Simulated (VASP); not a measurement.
# HCl in VASP: notebook

HCl is run at these levels: PBE+D3(BJ); tasks: single point.

All numbers are computed with VASP 6.6.1; they aren't measurements. Logs are shortened: lines on timing, memory, paths and dates and some standing lists are left out, and cuts for length are marked.

**1. The cell of the first run**

The cell holds an amorphous packing of atoms, 20 atoms: a = 7.990 Å, b = 7.990 Å, c = 7.990 Å, α = 90.00°, β = 90.00°, γ = 90.00°.

**2. Single point, PBE+D3(BJ)**

INCAR

```
  PREC = Accurate
  ENCUT = 520
  EDIFF = 1E-7
  ISMEAR = -1
  SIGMA = 0.05
  LREAL = Auto
  LASPH = True
  NELM = 60
  ALGO = Normal
  ISIF = 2
  LWAVE = False
  LCHARG = True
  GGA = PE
  IVDW = 12
  LELF = True
  LVHAR = True
  NBANDS = 56
```

KPOINTS

```
regular mesh
0
Gamma
  1 1 1
```

POSCAR

```
HCl
1.0
    7.9895700000      0.0000000000      0.0000000000
    0.0000000000      7.9895700000      0.0000000000
    0.0000000000      0.0000000000      7.9895700000
Cl H
10 10
Direct
    0.1837068373      0.5323915854      0.6511251874
    0.4204523317      0.3145730773      0.2877166348
    0.6893124440      0.0504000296      1.0578591163
    0.7594623256      0.5998658774      0.8722960215
    0.5986281658      0.8506899843      0.4795155248
   -0.0366311426      0.5460461634      0.2636102499
    0.1163510461      0.1923918847      0.9749071972
    0.1988870981      0.0017103736      0.5769235009
    0.8086300547      0.2469389728      0.5409559070
    0.3423787510      0.7666140161      0.0447280520
    0.1998352877      0.3728911613      0.6264798657
    0.3135022619      0.2651309438      0.1744190268
    0.7862398062     -0.0656379127      0.9950315304
    0.8966806497      0.5500179443      0.8001123326
    0.6664495929      0.9995475810      0.4615617962
    0.0722679731      0.5650485887      0.3852831255
    0.1887005740      0.0932495041      0.8668888967
    0.3528746107     -0.0474555965      0.5458089716
    0.8485657840      0.3377927213      0.4096865000
    0.4696174478      0.8687826001      0.0625108628
```

Potentials or basis: VASP PAW PBE potentials, release 64 (Cl, H).

The run is started by

```sh
> cat potpaw_PBE.64/Cl/POTCAR potpaw_PBE.64/H/POTCAR > POTCAR
> mpirun -np 1 vasp_gam > vasp.out
```

OUTCAR:

```text
PREC = Accurate
   ENCUT = 520
   EDIFF = 1E-7
   ISMEAR = -1
   LREAL = Auto
   LASPH = True
   NELM = 60
   ISIF = 2
   GGA = PE
   IVDW = 12
 IVDW          = 12

 ion  position               nearest neighbor table
   1  0.184  0.532  0.651-  11 1.30
   2  0.420  0.315  0.288-  12 1.31
   3  0.689  0.050  0.058-  13 1.31
   4  0.759  0.600  0.872-  14 1.30
   5  0.599  0.851  0.480-  15 1.31
   6  0.963  0.546  0.264-  16 1.31
[... 12 lines left out ...]
  19  0.849  0.338  0.410-   9 1.31
  20  0.470  0.869  0.063-  10 1.31

  LATTYP: Found a simple cubic cell.
 ALAT       =     7.9895700000

  Lattice vectors:

 A1 = (   7.9895700000,   0.0000000000,   0.0000000000)
 A2 = (   0.0000000000,   7.9895700000,   0.0000000000)
 A3 = (   0.0000000000,   0.0000000000,   7.9895700000)

Analysis of symmetry for initial positions (statically):
=====================================================================
 Subroutine PRICEL returns:
 Original cell was already a primitive cell.

 Routine SETGRP: Setting up the symmetry group for a
 simple cubic supercell.

 Subroutine GETGRP returns: Found  1 space group operations
 (whereof  1 operations were pure point group operations)
 out of a pool of 48 trial point group operations.

The static configuration has the point symmetry C_1 .

Analysis of symmetry for dynamics (positions and initial velocities):
=====================================================================
 Subroutine PRICEL returns:
 Original cell was already a primitive cell.

 Routine SETGRP: Setting up the symmetry group for a
 simple cubic supercell.

 Subroutine GETGRP returns: Found  1 space group operations
 (whereof  1 operations were pure point group operations)
 out of a pool of 48 trial point group operations.

The dynamic configuration has the point symmetry C_1 .

 Subroutine INISYM returns: Found  1 space group operations
 (whereof  1 operations are pure point group operations),
 and found     1 'primitive' translations

----------------------------------------------------------------------------------------

                                     Primitive cell

  volume of cell :     510.0000

  direct lattice vectors                    reciprocal lattice vectors
     7.989570000  0.000000000  0.000000000     0.125163181  0.000000000  0.000000000
     0.000000000  7.989570000  0.000000000     0.000000000  0.125163181  0.000000000
     0.000000000  0.000000000  7.989570000     0.000000000  0.000000000  0.125163181

  length of vectors
     7.989570000  7.989570000  7.989570000     0.125163181  0.125163181  0.125163181

  position of ions in fractional coordinates (direct lattice)
     0.183706837  0.532391585  0.651125187
     0.420452332  0.314573077  0.287716635
     0.689312444  0.050400030  0.057859116
     0.759462326  0.599865877  0.872296021
     0.598628166  0.850689984  0.479515525
     0.963368857  0.546046163  0.263610250
[... 12 lines left out ...]
     0.848565784  0.337792721  0.409686500
     0.469617448  0.868782600  0.062510863

  ion indices of the primitive-cell ions
   primitive index   ion index
                 1           1
                 2           2
                 3           3
                 4           4
                 5           5
                 6           6
[... 12 lines left out ...]
                19          19
                20          20

----------------------------------------------------------------------------------------

 KPOINTS: regular mesh

Automatic generation of k-mesh.
 Grid dimensions read from file:
 generate k-points for:    1    1    1

 Generating k-lattice:

  Cartesian coordinates                     Fractional coordinates (reciprocal lattice)
     0.125163181  0.000000000  0.000000000     1.000000000  0.000000000  0.000000000
     0.000000000  0.125163181  0.000000000     0.000000000  1.000000000  0.000000000
     0.000000000  0.000000000  0.125163181     0.000000000  0.000000000  1.000000000

  Length of vectors
     0.125163181  0.125163181  0.125163181

  Shift w.r.t. Gamma in fractional coordinates (k-lattice)
     0.000000000  0.000000000  0.000000000

 Subroutine IBZKPT returns following result:
 ===========================================

 Found      1 irreducible k-points:

 Following reciprocal coordinates:
            Coordinates               Weight
  0.000000  0.000000  0.000000      1.000000
   k-points           NKPTS =      1   k-points in BZ     NKDIM =      1   number of bands    NBANDS=     56
   number of dos      NEDOS =    301   number of ions     NIONS =     20
   total plane-waves  NPLWV = 216000
   dimension x,y,z NGX =    60 NGY =   60 NGZ =   60
   dimension x,y,z NGXF=   120 NGYF=  120 NGZF=  120
   ions per type =              10  10
   NGX,Y,Z   is equivalent  to a cutoff of  12.48, 12.48, 12.48 a.u.
   NGXF,Y,Z  is equivalent  to a cutoff of  24.97, 24.97, 24.97 a.u.
 SYSTEM =  unknown system
   PREC   = accura    normal or accurate (medium, high low for compatibility)
   ISTART =      0    job   : 0-new  1-cont  2-samecut
   ICHARG =      2    charge: 1-file 2-atom 10-const
   ISPIN  =      1    spin polarized calculation?
   LNONCOLLINEAR =      F non collinear calculations
   LSORBIT =      F    spin-orbit coupling
   LASPH  =      T    aspherical Exc in radial PAW
   ENCUT  =  520.0 eV  38.22 Ry    6.18 a.u.  14.86 14.86 14.86*2*pi/ulx,y,z
   NELM   =     60;   NELMIN=  2; NELMDL= -5     # of ELM steps
   EDIFF  = 0.1E-06   stopping-criterion for ELM
   LREAL  =      T    real-space projection
   EDIFFG = 0.1E-05   stopping-criterion for IOM
   NSW    =      0    number of steps for IOM
   IBRION =     -1    ionic relax: 0-MD 1-quasi-New 2-CG
   NFREE  =      0    steps in history (QN), initial steepest desc. (CG)
   ISIF   =      2    stress and relaxation
   ISYM   =      2    0-nonsym 1-usesym 2-fastsym
   POTIM  = 0.5000    time-step for ionic-motion
   TEBEG  =    0.0;   TEEND  =   0.0 temperature during run
   PSTRESS=    0.0 pullay stress
   NELECT =      80.0000    total number of electrons
   NUPDOWN=      -1.0000    fix difference up-down
   EMIN   =  10.00;   EMAX   =-10.00  energy-range for DOS
   EFERMI =   0.00;   METHOD = LEGACY
   ISMEAR =    -1;   SIGMA  =   0.05  broadening in eV -4-tet -1-fermi 0-gaus
   EFERMI_NEDOS =   21; number of points for ismear=-14 and -15
   IALGO  =     38    algorithm
   IMIX   =      4    mixing-type and parameters
     AMIX     =   0.40;   BMIX     =  1.00
     AMIX_MAG =   1.60;   BMIX_MAG =  1.00
  volume/ion in A,a.u.               =      25.50       172.08
  Fermi-wavevector in a.u.,A,eV,Ry     =   0.882907  1.668452 10.606068  0.779524
  Thomas-Fermi vector in A             =   2.003601
   LORBIT       =      0    0 simple, 1 ext, 2 COOP (PROOUT), +10 PAW based schemes
   GGA     = PE    functional components
   LHFCALC =     F    Hartree Fock is set to
   AEXX    =    0.0000 exact exchange contribution
   IVDW    =    12    specifies the selected vdW correction
   LEPSILON=     F    determine dielectric tensor
   LRPA    =     F    only Hartree local field effects (RPA)
 non-spin polarized calculation
  energy-cutoff  :      520.00
  volume of cell :      510.00
 maximum number of plane-waves:      6807
 NGX is ok and might be reduce to    60
   NGX = 29   NGY = 29   NGZ = 29

 number of electron      79.9999992 magnetization

 Free energy of the ion-electron system (eV)
  ---------------------------------------------------
  ext. energy  EPLUGINS =         0.00000000
  ---------------------------------------------------
  free energy    TOTEN  =       -61.93700435 eV

  energy without entropy =      -61.93700435  energy(sigma->0) =      -61.93700435

 E-fermi :  -2.3414     XC(G=0):  -6.1053

 val. band max:       -3.5932486043   @ k =   0.0000   0.0000   0.0000
 cond. band min:       1.8279099538   @ k =   0.0000   0.0000   0.0000
 fundamental gap:      5.4211585581
 Fermi energy:        -2.3413716735

 k-point     1 :       0.0000    0.0000    0.0000
  band No.  band energies     occupation
      1     -17.8763      2.00000
      2     -17.6009      2.00000
      3     -17.5157      2.00000
      4     -17.4755      2.00000
      5     -17.4229      2.00000
      6     -17.2230      2.00000
[... 44 lines left out ...]
     51       4.7773      0.00000
     52       5.0975      0.00000
 [bands above 52 left out]

------------------------ aborting loop because EDIFF is reached ----------------------------------------

 Edisp (eV)   -1.22410

 E8    (eV) :    -0.3625

  FORCE on cell =-STRESS in cart. coord.  units (eV):
  Direction    XX          YY          ZZ          XY          YZ          ZX
  --------------------------------------------------------------------------------------
  -------------------------------------------------------------------------------------
  Total      -1.33137    -1.70873    -1.04195     0.08286    -0.62588     0.18839
  in kB      -4.18254    -5.36802    -3.27330     0.26031    -1.96622     0.59182
  external pressure =       -4.27 kB  Pullay stress =        0.00 kB

 VOLUME and BASIS-vectors are now :
 -----------------------------------------------------------------------------
  energy-cutoff  :      520.00
  volume of cell :      510.00
      direct lattice vectors                 reciprocal lattice vectors
     7.989570000  0.000000000  0.000000000     0.125163181  0.000000000  0.000000000
     0.000000000  7.989570000  0.000000000     0.000000000  0.125163181  0.000000000
     0.000000000  0.000000000  7.989570000     0.000000000  0.000000000  0.125163181

 POSITION                                       TOTAL-FORCE (eV/Angst)
 -----------------------------------------------------------------------------------
      1.46774      4.25358      5.20221         0.057324     -0.167575      0.011834
      3.35923      2.51330      2.29873        -0.094839     -0.041612     -0.094810
      5.50731      0.40267      0.46227         0.276380     -0.320095     -0.182876
      6.06778      4.79267      6.96927         0.191983     -0.043560     -0.108703
      4.78278      6.79665      3.83112         0.119241      0.302731     -0.036158
      7.69690      4.36267      2.10613         0.194512      0.056750      0.116921
[... 12 lines left out ...]
      6.77968      2.69882      3.27322        -0.016375     -0.032920      0.127002
      3.75204      6.94120      0.49943        -0.204570     -0.155514     -0.029443
 -----------------------------------------------------------------------------------
    total drift:                               -0.000458      0.000253      0.002977

  FREE ENERGIE OF THE ION-ELECTRON SYSTEM (eV)
  ---------------------------------------------------
  free  energy   TOTEN  =       -63.1611000971 eV

  energy  without entropy=      -63.1611000971  energy(sigma->0) =      -63.16110010
```

Wall time 43 s (1 thread of Intel Xeon Platinum 8488C (Sapphire Rapids), shared host); peak memory 0.43 GiB.

Results:

```yaml
Free_energy: -63.1611 eV
Pressure: -0.4 GPa
Largest_force: 0.461 eV/Å
Band_gap_on_the_k_mesh: 5.42 eV
Dispersion_energy_per_atom: -0.061 eV
```

Forces in eV/Å, atoms in the order of the input:
```
Cl   0.057 -0.168  0.012
Cl  -0.095 -0.042 -0.095
Cl   0.276 -0.320 -0.183
Cl   0.192 -0.044 -0.109
Cl   0.119  0.303 -0.036
Cl   0.195  0.057  0.117
Cl   0.074 -0.068 -0.112
Cl   0.073  0.021  0.003
Cl   0.002 -0.012 -0.085
Cl   0.185  0.155  0.024
H   -0.030  0.179  0.015
H    0.100  0.048  0.088
H   -0.279  0.270  0.167
H   -0.174  0.091  0.105
H   -0.115 -0.295  0.048
H   -0.216 -0.067 -0.176
H   -0.076  0.083  0.107
H   -0.067 -0.004  0.012
H   -0.016 -0.033  0.127
H   -0.205 -0.156 -0.029
```

Levels at points of the mesh, in eV from the valence-band top:
```csv
k point,band 36,band 37,band 38,band 39,band 40,band 41,band 42,band 43,band 44,band 45
"(0.00, 0.00, 0.00)",-0.29,-0.27,-0.25,-0.09,0.00,5.42,6.51,6.84,6.92,6.99
```

Caveat: the k points lie up to 0.79 Å⁻¹ apart.

**3. Single point, PBE+D3(BJ)**

INCAR

```
SYSTEM = HCl
  PREC = Accurate
  ENCUT = 520
  EDIFF = 1E-6
  ISMEAR = -1
  SIGMA = 0.05
  LREAL = Auto
  LASPH = .TRUE.
  NELM = 80
  ALGO = Normal
  ISIF = 2
  LWAVE = .FALSE.
  LCHARG = .FALSE.
  GGA = PE
  IVDW = 12
  NBANDS = 56
```

KPOINTS

```
regular mesh
0
G
  1 1 1
  0 0 0
```

POSCAR

```
HCl
1.0
    7.9895700000      0.0000000000      0.0000000000
    0.0000000000      7.9895700000      0.0000000000
    0.0000000000      0.0000000000      7.9895700000
Cl H
10 10
Direct
    0.2014501406      0.4846068061      0.6472688768
    0.4236147878      0.3227207472      0.2877501543
    0.6992866950      0.0745471909      1.0174765350
    0.7578630640      0.6442899931      0.8502960735
    0.6052140478      0.8795216764      0.4869098087
   -0.0920450037      0.5524702831      0.2895900530
    0.1192429630      0.1759043353      0.9699896240
    0.1603215192      0.0209398003      0.5920719138
    0.7625066180      0.2646450310      0.5806570316
    0.3716345185      0.7491266739     -0.0115650780
    0.1594078280      0.3530853350      0.7287250753
    0.4756576386      0.2738570411      0.1468539609
    0.6909257945      0.0246070815      0.8695461708
    0.8905110037      0.5663508800      0.7856492903
    0.6565559849      0.9787134977      0.3545622605
    0.0215656162      0.5157474057      0.3980564661
    0.0875641618      0.0372861118      1.0727611123
    0.3075509696     -0.0182237592      0.5440843500
    0.8235737343      0.3695693260      0.4833802069
    0.4007349582      0.8920755435      0.0483129881
```

Potentials or basis: VASP PAW PBE potentials, release 64 (Cl, H).

The run is started by

```sh
> cat potpaw_PBE.64/Cl/POTCAR potpaw_PBE.64/H/POTCAR > POTCAR
> mpirun -np 1 vasp_gam > vasp.out
```

OUTCAR:

```text
SYSTEM = HCl
   PREC = Accurate
   ENCUT = 520
   EDIFF = 1E-6
   ISMEAR = -1
   LREAL = Auto
   LASPH = .TRUE.
   NELM = 80
   ISIF = 2
   GGA = PE
   IVDW = 12
 IVDW          = 12

 ion  position               nearest neighbor table
   1  0.201  0.485  0.647-  11 1.28
   2  0.424  0.323  0.288-  12 1.26
   3  0.699  0.075  0.017-  13 1.25
   4  0.758  0.644  0.850-  14 1.33
   5  0.605  0.880  0.487-  15 1.38
   6  0.908  0.552  0.290-  16 1.29
[... 12 lines left out ...]
  19  0.824  0.370  0.483-   9 1.24
  20  0.401  0.892  0.048-  10 1.26

  LATTYP: Found a simple cubic cell.
 ALAT       =     7.9895700000

  Lattice vectors:

 A1 = (   7.9895700000,   0.0000000000,   0.0000000000)
 A2 = (   0.0000000000,   7.9895700000,   0.0000000000)
 A3 = (   0.0000000000,   0.0000000000,   7.9895700000)

Analysis of symmetry for initial positions (statically):
=====================================================================
 Subroutine PRICEL returns:
 Original cell was already a primitive cell.

 Routine SETGRP: Setting up the symmetry group for a
[... 186 lines left out ...]

 k-point     1 :       0.0000    0.0000    0.0000
  band No.  band energies     occupation
      1     -17.9895      2.00000
      2     -17.8198      2.00000
      3     -17.5292      2.00000
      4     -17.3496      2.00000
      5     -17.2356      2.00000
      6     -17.1779      2.00000
[... 44 lines left out ...]
     51       4.8861      0.00000
     52       4.9998      0.00000
 [bands above 52 left out]

------------------------ aborting loop because EDIFF is reached ----------------------------------------

 Edisp (eV)   -1.22545

 E8    (eV) :    -0.3631

  FORCE on cell =-STRESS in cart. coord.  units (eV):
  Direction    XX          YY          ZZ          XY          YZ          ZX
  --------------------------------------------------------------------------------------
  -------------------------------------------------------------------------------------
  Total       0.65166     0.19046     1.14236     0.74541     3.03187     0.62609
  in kB       2.04722     0.59832     3.58875     2.34172     9.52470     1.96687
  external pressure =        2.08 kB  Pullay stress =        0.00 kB

 VOLUME and BASIS-vectors are now :
 -----------------------------------------------------------------------------
  energy-cutoff  :      520.00
  volume of cell :      510.00
      direct lattice vectors                 reciprocal lattice vectors
     7.989570000  0.000000000  0.000000000     0.125163181  0.000000000  0.000000000
     0.000000000  7.989570000  0.000000000     0.000000000  0.125163181  0.000000000
     0.000000000  0.000000000  7.989570000     0.000000000  0.000000000  0.125163181

 POSITION                                       TOTAL-FORCE (eV/Angst)
 -----------------------------------------------------------------------------------
      1.60950      3.87180      5.17140         0.031738      0.388271     -0.040874
      3.38450      2.57840      2.29900        -0.285410      0.241179      0.733871
      5.58700      0.59560      0.13963        -0.039762      0.506169      1.272847
      6.05500      5.14760      6.79350         0.950911     -0.580045     -0.426893
      4.83540      7.02700      3.89020         0.518942      1.044283     -1.707497
      7.25417      4.41400      2.31370        -0.032280      0.046401     -0.159985
[... 12 lines left out ...]
      6.58000      2.95270      3.86200         0.507095      1.207261     -1.180094
      3.20170      7.12730      0.38600         0.218237      0.771556      0.312240
 -----------------------------------------------------------------------------------
    total drift:                               -0.001777      0.001007      0.000250

  FREE ENERGIE OF THE ION-ELECTRON SYSTEM (eV)
  ---------------------------------------------------
  free  energy   TOTEN  =       -62.0091433827 eV

  energy  without entropy=      -62.0091433826  energy(sigma->0) =      -62.00914338
```

stdout:

```text
POSCAR found type information on POSCAR ClH
 POSCAR found :  2 types and      20 ions
 scaLAPACK will be used
 LDA part: xc-table for (Slater+PW92), standard interpolation
 POSCAR, INCAR and KPOINTS ok, starting setup
 FFT: planning ... GRIDC
 FFT: planning ... GRID_SOFT
 FFT: planning ... GRID
 WAVECAR not read
 entering main loop
```

It took 38 s on 1 thread of Intel Xeon Platinum 8488C (Sapphire Rapids), shared host; peak memory 0.44 GiB.

Results:

```yaml
Free_energy: -62.0091 eV
Pressure: 0.2 GPa
Largest_force: 2.610 eV/Å
Band_gap_on_the_k_mesh: 4.73 eV
Dispersion_energy_per_atom: -0.061 eV
```

Forces in eV/Å, atoms in the order of the input:
```
Cl   0.032  0.388 -0.041
Cl  -0.285  0.241  0.734
Cl  -0.040  0.506  1.273
Cl   0.951 -0.580 -0.427
Cl   0.519  1.044 -1.707
Cl  -0.032  0.046 -0.160
Cl  -0.359 -1.798  1.858
Cl  -0.420 -0.059 -0.151
Cl  -0.569 -1.233  1.268
Cl  -0.305 -0.748 -0.266
H   -0.062 -0.331 -0.036
H    0.260 -0.201 -0.787
H   -0.050 -0.507 -1.205
H   -0.868  0.590  0.418
H   -0.700 -1.225  1.738
H    0.283  0.061  0.075
H    0.406  1.942 -1.539
H    0.513 -0.118 -0.177
H    0.507  1.207 -1.180
H    0.218  0.772  0.312
```

Caveat: the k points lie up to 0.79 Å⁻¹ apart.

(Part 1 of 2 ends here.)
